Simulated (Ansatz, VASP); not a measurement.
# Ta in VASP and in Ansatz

The input INCAR:

```
PREC = Accurate ; ENCUT = 520
EDIFF = 1E-6 ; ISMEAR = -1
SIGMA = 0.05 ; LREAL = F
LASPH = T ; NELM = 100
ALGO = Normal ; ISIF = 2
LWAVE = F ; LCHARG = F
NBANDS = 12
```

KPOINTS

```
Automatic mesh
0
Gamma
  14 14 14
```

File POSCAR:

```
Ta
1.0
   -1.6277543238      1.6277543238      1.6277543238
    1.6277543238     -1.6277543238      1.6277543238
    1.6277543238      1.6277543238     -1.6277543238
Ta
1
Direct
    0.0000000000      0.0000000000      0.0000000000
```

Input for Ansatz:

```yaml
crystal:
  lattice:
    - [-1.62775432377, 1.62775432377, 1.62775432377]
    - [1.62775432377, -1.62775432377, 1.62775432377]
    - [1.62775432377, 1.62775432377, -1.62775432377]
  atoms:
    - { symbol: Ta, position: [0.0, 0.0, 0.0] }
kpoints:
  mp_grid: { grid: [14, 14, 14] }
scf:
  occupations: { method: fermi_dirac, width: 0.05 }
hamiltonian:
  xc: lda
  pseudopotentials: { kind: paw }
output:
  forces: true
  stress: true
  eigenvalues: true
  eigenstates:
    nscf_kmesh: { grid: [24, 24, 24] }
    de_dk: true
    e_range: [-14, 14]
  optics:
    e_range: [0, 20]
    de: 0.2
    sigma: 0.2
    bands: { spectra_wanted_up_to: 20 }
    nscf_kmesh: { grid: [24, 24, 24] }
    drude_damping: 0.05
checkpoint:
  write: ck
  write_wavefunctions: false
```

Alike in both runs: task single point; functional LDA; k mesh 14 × 14 × 14; occupations fermi-dirac, width 0.05 eV; no spin polarisation.

|  | VASP | Ansatz |
| --- | --- | --- |
| version | VASP 6.6.1 | Ansatz 0.2.0 |
| potentials or method | VASP PAW LDA potentials, release 64 (Ta_pv) | PAW with Ansatz's default frozen-core files, scalar-relativistic |
| plane-wave cutoff (eV) | 520 | 420 |
| valence electrons in the cell | 11 | 13 |

Ansatz gave:

| Property | Result |
| --- | --- |
| pressure (GPa) | 0.0 |

Problem. What did VASP give for the same quantities?

Solution. Pressure (GPa): 0.9.

LDA's correlation is that of Perdew and Zunger in VASP and of Perdew and Wang (1992) in Ansatz. VASP's potentials hold 11 valence electrons a cell and Ansatz's 13, so a difference there can come from the potentials and not from the codes. Ansatz's warnings: optics on partly filled bands.

Neither program's run includes spin-orbit coupling.
